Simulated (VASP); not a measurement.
A run of VASP 6.6.1 is set up as follows.

Contents of INCAR:

```
SYSTEM = Na2H5
PREC     = Accurate       ! precision mode
ENCUT    = 520            ! plane-wave cutoff, eV
EDIFF    = 1E-7           ! SCF threshold, eV
ISMEAR   = 0              ! smearing method
SIGMA    = 0.1            ! smearing width, eV
LREAL    = .FALSE.        ! projectors in reciprocal space
LASPH    = .TRUE.         ! aspherical terms in the spheres
NELM     = 60             ! most SCF steps
ALGO     = Fast           ! electronic algorithm
ISIF     = 2              ! what is computed and relaxed
LWAVE    = .FALSE.        ! write WAVECAR
LCHARG   = .TRUE.         ! write CHGCAR
GGA      = PE             ! functional
LELF     = .TRUE.         ! ELF
LVHAR    = .TRUE.       
NBANDS   = 18             ! bands
```

Contents of KPOINTS:

```
Automatic mesh
0
G
  10 10 10
  0 0 0
```

The input POSCAR:

```
Na2H5
1.0
   -2.7908663810      2.7908663810      3.3158773655
    2.7908663810     -2.7908663810      3.3158773655
    2.7908663810      2.7908663810     -3.3158773655
Na H
2 5
Direct
    0.7500000000      0.2500000000      0.5000000000
    0.2500000000      0.7500000000      0.5000000000
    0.7787599537      0.0000000000      0.7787599537
    0.2212400463      0.0000000000      0.2212400463
    0.0000000000      0.2212400463      0.2212400463
    0.0000000000      0.7787599537      0.7787599537
    0.0000000000      0.0000000000      0.0000000000
```

Potentials or basis: VASP PAW PBE potentials, release 64 (Na_pv, H).

Command:

```sh
$ cat potpaw_PBE.64/Na_pv/POTCAR potpaw_PBE.64/H/POTCAR > POTCAR
$ mpirun -np 1 vasp_std > vasp.out
```

What does it give for the pressure?

0.0 GPa.

Estimate the band gap on the k mesh.

zero (an odd number of electrons rules out a gap without spin polarisation).

Forces on the atoms (eV/Å):
```
Na   0.000  0.000  0.000
Na   0.000  0.000  0.000
H    0.000  0.002  0.000
H    0.000 -0.002  0.000
H   -0.002  0.000  0.000
H    0.002  0.000  0.000
H    0.000  0.000  0.000
```

Caveat: an odd number of electrons without spin polarisation forces a metal; a magnetic or distorted state may lie lower.
